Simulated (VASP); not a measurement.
# AlIn5Sb6 (P-4m2) in VASP: single point with PBE

Aim: the single point of AlIn5Sb6 with PBE.

All numbers are computed with VASP 6.6.1; they aren't measurements. Logs are shortened: lines on timing, memory, paths and dates and some standing lists are left out, and cuts for length are marked.

## (1) The cell of the first run

It takes space group P-4m2 (No. 115, tetragonal). Conventional cell: a = 4.640 Å, b = 4.640 Å, c = 19.709 Å, α = 90.00°, β = 90.00°, γ = 90.00°. Al (site symmetry -4m2) has 4 Sb at 2.74 Å within 3.6 Å. In (site symmetry 2mm) has 4 Sb at 2.86 Å within 3.8 Å. In (site symmetry 2mm) has 4 Sb at 2.86 to 2.87 Å within 3.8 Å. In (site symmetry -4m2) has 4 Sb at 2.86 Å within 3.8 Å. Within 3.6 Å of Sb (site symmetry 2mm) lie 2 Al at 2.74 Å and 2 In at 2.87 Å. Within 3.8 Å of Sb (site symmetry 2mm) lie 4 In at 2.86 Å. Within 3.8 Å of Sb (site symmetry 2mm) lie 4 In at 2.86 Å.

## (2) Single point, PBE

Contents of INCAR:

```
SYSTEM = AlIn5Sb6
PREC     = Accurate       ! precision mode
ENCUT    = 520            ! plane-wave cutoff, eV
EDIFF    = 1E-6           ! SCF threshold, eV
ISMEAR   = 0              ! smearing method
SIGMA    = 0.1            ! smearing width, eV
LREAL    = .FALSE.        ! projectors in reciprocal space
LASPH    = .TRUE.         ! aspherical terms in the spheres
NELM     = 100            ! most SCF steps
ALGO     = Normal         ! electronic algorithm
ISIF     = 2              ! what is computed and relaxed
LWAVE    = .FALSE.        ! write WAVECAR
LCHARG   = .TRUE.         ! write CHGCAR
GGA      = PE             ! functional
LELF     = .TRUE.         ! ELF
LVHAR    = .TRUE.       
NBANDS   = 61             ! bands
```

Contents of KPOINTS:

```
Automatic mesh
0
G
  8 8 2
  0 0 0
```

Contents of POSCAR:

```
AlIn5Sb6
1.0
    4.6398506799      0.0000000000      0.0000000000
    0.0000000000      4.6398506799      0.0000000000
    0.0000000000      0.0000000000     19.7088160986
Al In Sb
1 5 6
Direct
    0.0000000000      0.0000000000      0.0000000000
    0.0000000000      0.0000000000      0.6701850421
    0.5000000000      0.5000000000      0.8402137059
    0.5000000000      0.5000000000      0.1597862941
    0.0000000000      0.0000000000      0.3298149579
    0.5000000000      0.5000000000      0.5000000000
    0.5000000000      0.0000000000      0.9259089454
    0.0000000000      0.5000000000      0.0740910546
    0.5000000000      0.0000000000      0.2447551707
    0.0000000000      0.5000000000      0.4149001587
    0.5000000000      0.0000000000      0.5850998413
    0.0000000000      0.5000000000      0.7552448293
```

Potentials or basis: VASP PAW PBE potentials, release 64 (Al, In_d, Sb).

Command:

```console
$ cat potpaw_PBE.64/Al/POTCAR potpaw_PBE.64/In_d/POTCAR potpaw_PBE.64/Sb/POTCAR > POTCAR
$ mpirun -np 1 vasp_std > vasp.out
```

OUTCAR:

```text
SYSTEM = AlIn5Sb6
   PREC = Accurate
   ENCUT = 520
   EDIFF = 1E-6
   ISMEAR = 0
   LREAL = .FALSE.
   LASPH = .TRUE.
   NELM = 100
   ISIF = 2
   GGA = PE

 ion  position               nearest neighbor table
   1  0.000  0.000  0.000-   7 2.74   8 2.74   8 2.74   7 2.74
   2  0.000  0.000  0.670-  12 2.86  12 2.86  11 2.86  11 2.86
   3  0.500  0.500  0.840-  12 2.86  12 2.86   7 2.87   7 2.87
   4  0.500  0.500  0.160-   9 2.86   9 2.86   8 2.87   8 2.87
   5  0.000  0.000  0.330-   9 2.86   9 2.86  10 2.86  10 2.86
   6  0.500  0.500  0.500-  10 2.86  11 2.86  11 2.86  10 2.86
   7  0.500  0.000  0.926-   1 2.74   1 2.74   3 2.87   3 2.87
   8  0.000  0.500  0.074-   1 2.74   1 2.74   4 2.87   4 2.87
   9  0.500  0.000  0.245-   4 2.86   4 2.86   5 2.86   5 2.86
  10  0.000  0.500  0.415-   5 2.86   5 2.86   6 2.86   6 2.86
  11  0.500  0.000  0.585-   2 2.86   2 2.86   6 2.86   6 2.86
  12  0.000  0.500  0.755-   3 2.86   3 2.86   2 2.86   2 2.86

  LATTYP: Found a simple tetragonal cell.
 ALAT       =     4.6398506799
 C/A-ratio  =     4.2477263727

  Lattice vectors:

 A1 = (   4.6398506799,   0.0000000000,   0.0000000000)
 A2 = (   0.0000000000,   4.6398506799,   0.0000000000)
 A3 = (   0.0000000000,   0.0000000000,  19.7088160986)

Analysis of symmetry for initial positions (statically):
=====================================================================
 Subroutine PRICEL returns:
 Original cell was already a primitive cell.

 Routine SETGRP: Setting up the symmetry group for a
 simple tetragonal supercell.

 Subroutine GETGRP returns: Found  8 space group operations
 (whereof  8 operations were pure point group operations)
 out of a pool of 16 trial point group operations.

The static configuration has the point symmetry D_2d.

Analysis of symmetry for dynamics (positions and initial velocities):
=====================================================================
 Subroutine PRICEL returns:
 Original cell was already a primitive cell.

 Routine SETGRP: Setting up the symmetry group for a
 simple tetragonal supercell.

 Subroutine GETGRP returns: Found  8 space group operations
 (whereof  8 operations were pure point group operations)
 out of a pool of 16 trial point group operations.

The dynamic configuration has the point symmetry D_2d.

 Subroutine INISYM returns: Found  8 space group operations
 (whereof  8 operations are pure point group operations),
 and found     1 'primitive' translations

----------------------------------------------------------------------------------------

                                     Primitive cell

  volume of cell :     424.2956

  direct lattice vectors                    reciprocal lattice vectors
     4.639850680  0.000000000  0.000000000     0.215524177  0.000000000  0.000000000
     0.000000000  4.639850680  0.000000000     0.000000000  0.215524177  0.000000000
     0.000000000  0.000000000 19.708816099     0.000000000  0.000000000  0.050738715

  length of vectors
     4.639850680  4.639850680 19.708816099     0.215524177  0.215524177  0.050738715

  position of ions in fractional coordinates (direct lattice)
     0.000000000  0.000000000  0.000000000
     0.000000000  0.000000000  0.670185042
     0.500000000  0.500000000  0.840213706
     0.500000000  0.500000000  0.159786294
     0.000000000  0.000000000  0.329814958
     0.500000000  0.500000000  0.500000000
     0.500000000  0.000000000  0.925908945
     0.000000000  0.500000000  0.074091055
     0.500000000  0.000000000  0.244755171
     0.000000000  0.500000000  0.414900159
     0.500000000  0.000000000  0.585099841
     0.000000000  0.500000000  0.755244829

  ion indices of the primitive-cell ions
   primitive index   ion index
                 1           1
                 2           2
                 3           3
                 4           4
                 5           5
                 6           6
                 7           7
                 8           8
                 9           9
                10          10
                11          11
                12          12

----------------------------------------------------------------------------------------

 KPOINTS: Automatic mesh

Automatic generation of k-mesh.
 Grid dimensions read from file:
 generate k-points for:    8    8    2

 Generating k-lattice:

  Cartesian coordinates                     Fractional coordinates (reciprocal lattice)
     0.026940522  0.000000000  0.000000000     0.125000000  0.000000000  0.000000000
     0.000000000  0.026940522  0.000000000     0.000000000  0.125000000  0.000000000
     0.000000000  0.000000000  0.025369357     0.000000000  0.000000000  0.500000000

  Length of vectors
     0.026940522  0.026940522  0.025369357

  Shift w.r.t. Gamma in fractional coordinates (k-lattice)
     0.000000000  0.000000000  0.000000000

 Subroutine IBZKPT returns following result:
 ===========================================

 Found     30 irreducible k-points:

 Following reciprocal coordinates:
            Coordinates               Weight
  0.000000  0.000000  0.000000      1.000000
  0.125000  0.000000  0.000000      4.000000
  0.250000  0.000000  0.000000      4.000000
  0.375000  0.000000  0.000000      4.000000
  0.500000  0.000000  0.000000      2.000000
  0.125000  0.125000  0.000000      4.000000
[... 16 lines left out ...]
  0.375000  0.125000  0.500000      8.000000
  0.500000  0.125000  0.500000      4.000000
 [... further k-points ...]
   k-points           NKPTS =     30   k-points in BZ     NKDIM =     30   number of bands    NBANDS=     61
   number of dos      NEDOS =    301   number of ions     NIONS =     12
   total plane-waves  NPLWV = 194400
   dimension x,y,z NGX =    36 NGY =   36 NGZ =  150
   dimension x,y,z NGXF=    72 NGYF=   72 NGZF=  300
   ions per type =               1   5   6
   NGX,Y,Z   is equivalent  to a cutoff of  12.90, 12.90, 12.65 a.u.
   NGXF,Y,Z  is equivalent  to a cutoff of  25.80, 25.80, 25.31 a.u.
 SYSTEM =  AlIn5Sb6
   PREC   = accura    normal or accurate (medium, high low for compatibility)
   ISTART =      0    job   : 0-new  1-cont  2-samecut
   ICHARG =      2    charge: 1-file 2-atom 10-const
   ISPIN  =      1    spin polarized calculation?
   LNONCOLLINEAR =      F non collinear calculations
   LSORBIT =      F    spin-orbit coupling
   LASPH  =      T    aspherical Exc in radial PAW
   ENCUT  =  520.0 eV  38.22 Ry    6.18 a.u.   8.63  8.63 36.65*2*pi/ulx,y,z
   NELM   =    100;   NELMIN=  2; NELMDL= -5     # of ELM steps
   EDIFF  = 0.1E-05   stopping-criterion for ELM
   LREAL  =      F    real-space projection
   EDIFFG = 0.1E-04   stopping-criterion for IOM
   NSW    =      0    number of steps for IOM
   IBRION =     -1    ionic relax: 0-MD 1-quasi-New 2-CG
   NFREE  =      0    steps in history (QN), initial steepest desc. (CG)
   ISIF   =      2    stress and relaxation
   ISYM   =      2    0-nonsym 1-usesym 2-fastsym
   POTIM  = 0.5000    time-step for ionic-motion
   TEBEG  =    0.0;   TEEND  =   0.0 temperature during run
   PSTRESS=    0.0 pullay stress
   NELECT =      98.0000    total number of electrons
   NUPDOWN=      -1.0000    fix difference up-down
   EMIN   =  10.00;   EMAX   =-10.00  energy-range for DOS
   EFERMI =   0.00;   METHOD = LEGACY
   ISMEAR =     0;   SIGMA  =   0.10  broadening in eV -4-tet -1-fermi 0-gaus
   EFERMI_NEDOS =   21; number of points for ismear=-14 and -15
   IALGO  =     38    algorithm
   IMIX   =      4    mixing-type and parameters
     AMIX     =   0.40;   BMIX     =  1.00
     AMIX_MAG =   1.60;   BMIX_MAG =  1.00
  volume/ion in A,a.u.               =      35.36       238.61
  Fermi-wavevector in a.u.,A,eV,Ry     =   1.004448  1.898131 13.727125  1.008915
  Thomas-Fermi vector in A             =   2.137064
   LORBIT       =      0    0 simple, 1 ext, 2 COOP (PROOUT), +10 PAW based schemes
   GGA     = PE    functional components
   LHFCALC =     F    Hartree Fock is set to
   AEXX    =    0.0000 exact exchange contribution
   IVDW    =     0    specifies the selected vdW correction
   LEPSILON=     F    determine dielectric tensor
   LRPA    =     F    only Hartree local field effects (RPA)
 non-spin polarized calculation
 Gauss-broadening in eV      SIGMA  =   0.10
  energy-cutoff  :      520.00
  volume of cell :      424.30
 maximum number of plane-waves:     11482
 NGX is ok and might be reduce to    36
   NGX = 17   NGY = 17   NGZ = 73

 number of electron      97.9999965 magnetization

 Free energy of the ion-electron system (eV)
  ---------------------------------------------------
  ext. energy  EPLUGINS =         0.00000000
  ---------------------------------------------------
  free energy    TOTEN  =       -42.89418539 eV

  energy without entropy =      -42.89256710  energy(sigma->0) =      -42.89337625

 E-fermi :   4.4756     XC(G=0):  -8.4137

 val. band max:        4.4351604322   @ k =   0.0000   0.0000   0.0000
 cond. band min:       4.8969634179   @ k =   0.5000   0.0000   0.5000
 fundamental gap:      0.4618029856
 Fermi energy:         4.4755904579

 k-point     1 :       0.0000    0.0000    0.0000
  band No.  band energies     occupation
      1     -10.0853      2.00000
      2     -10.0744      2.00000
      3     -10.0589      2.00000
      4     -10.0442      2.00000
      5     -10.0328      2.00000
      6     -10.0222      2.00000
[... 53 lines left out ...]
     60       6.8692      0.00000
     61       7.4002      0.00000

 k-point     2 :       0.1250    0.0000    0.0000
  band No.  band energies     occupation
      1     -10.0828      2.00000
      2     -10.0725      2.00000
      3     -10.0576      2.00000
      4     -10.0432      2.00000
      5     -10.0312      2.00000
      6     -10.0254      2.00000
[... 53 lines left out ...]
     60       7.2665      0.00000
     61       7.4371      0.00000

 k-point     3 :       0.2500    0.0000    0.0000
  band No.  band energies     occupation
      1     -10.0768      2.00000
      2     -10.0686      2.00000
      3     -10.0565      2.00000
      4     -10.0452      2.00000
      5     -10.0332      2.00000
      6     -10.0282      2.00000
[... 1333 lines left out ...]
     60       8.1384      0.00000
     61       8.2051      0.00000

 k-point    24 :       0.5000    0.1250    0.5000
  band No.  band energies     occupation
      1     -10.0676      2.00000
      2     -10.0666      2.00000
      3     -10.0655      2.00000
      4     -10.0653      2.00000
      5     -10.0420      2.00000
      6     -10.0261      2.00000
[... 53 lines left out ...]
     60       7.9729      0.00000
     61       8.0348      0.00000

 [... further k-points ...]
[... 5 lines left out ...]
  --------------------------------------------------------------------------------------
  -------------------------------------------------------------------------------------
  Total        0.0270177      0.0270177      0.0107473      0.0000000      0.0000000      0.0000000
  in kB        0.1020212      0.1020212      0.0405826      0.0000000      0.0000000      0.0000000
  external PRESSURE =       0.0815416 kB  Pullay stress =       0.0000000 kB

 VOLUME and BASIS-vectors are now :
 -----------------------------------------------------------------------------
  energy-cutoff  :      520.00
  volume of cell :      424.30
      direct lattice vectors                 reciprocal lattice vectors
     4.639850680  0.000000000  0.000000000     0.215524177  0.000000000  0.000000000
     0.000000000  4.639850680  0.000000000     0.000000000  0.215524177  0.000000000
     0.000000000  0.000000000 19.708816099     0.000000000  0.000000000  0.050738715

 POSITION                                       TOTAL-FORCE (eV/Angst)
 -----------------------------------------------------------------------------------
      0.00000      0.00000      0.00000        -0.000000      0.000000      0.000000
      0.00000      0.00000     13.20855        -0.000000     -0.000000     -0.000173
      2.31993      2.31993     16.55962         0.000000      0.000000     -0.000576
      2.31993      2.31993      3.14920        -0.000000      0.000000      0.000576
      0.00000      0.00000      6.50026        -0.000000      0.000000      0.000173
      2.31993      2.31993      9.85441        -0.000000      0.000000      0.000000
      2.31993      0.00000     18.24857        -0.000000     -0.000000     -0.016049
      0.00000      2.31993      1.46025        -0.000000      0.000000      0.016049
      2.31993      0.00000      4.82383        -0.000000      0.000000      0.000112
      0.00000      2.31993      8.17719        -0.000000      0.000000     -0.000259
      2.31993      0.00000     11.53163        -0.000000      0.000000      0.000259
      0.00000      2.31993     14.88498        -0.000000     -0.000000     -0.000112
 -----------------------------------------------------------------------------------
    total drift:                                0.000000     -0.000000     -0.000000

  FREE ENERGIE OF THE ION-ELECTRON SYSTEM (eV)
  ---------------------------------------------------
  free  energy   TOTEN  =       -42.8941853906 eV

  energy  without entropy=      -42.8925671002  energy(sigma->0) =      -42.89337625
```

Wall time 8.9 min (1 thread of Intel Xeon Platinum 8488C (Sapphire Rapids), shared host); peak memory 0.84 GiB.

Results:

```
Free energy            : -42.8942 eV
Pressure               : 0.0 GPa
Largest force          : 0.016 eV/Å
Band gap on the k mesh : zero (filled and empty bands touch)
```

Forces on the atoms (eV/Å):
```
Al   0.000  0.000  0.000
In   0.000  0.000  0.000
In   0.000  0.000 -0.001
In   0.000  0.000  0.001
In   0.000  0.000  0.000
In   0.000  0.000  0.000
Sb   0.000  0.000 -0.016
Sb   0.000  0.000  0.016
Sb   0.000  0.000  0.000
Sb   0.000  0.000  0.000
Sb   0.000  0.000  0.000
Sb   0.000  0.000  0.000
```

Caveat: semilocal functionals underestimate gaps, and a narrow one can read as zero; spin-orbit coupling is left out, which moves the levels of the heavy elements.

The gap in the log of VASP goes by the Fermi energy; the results here count the filled bands.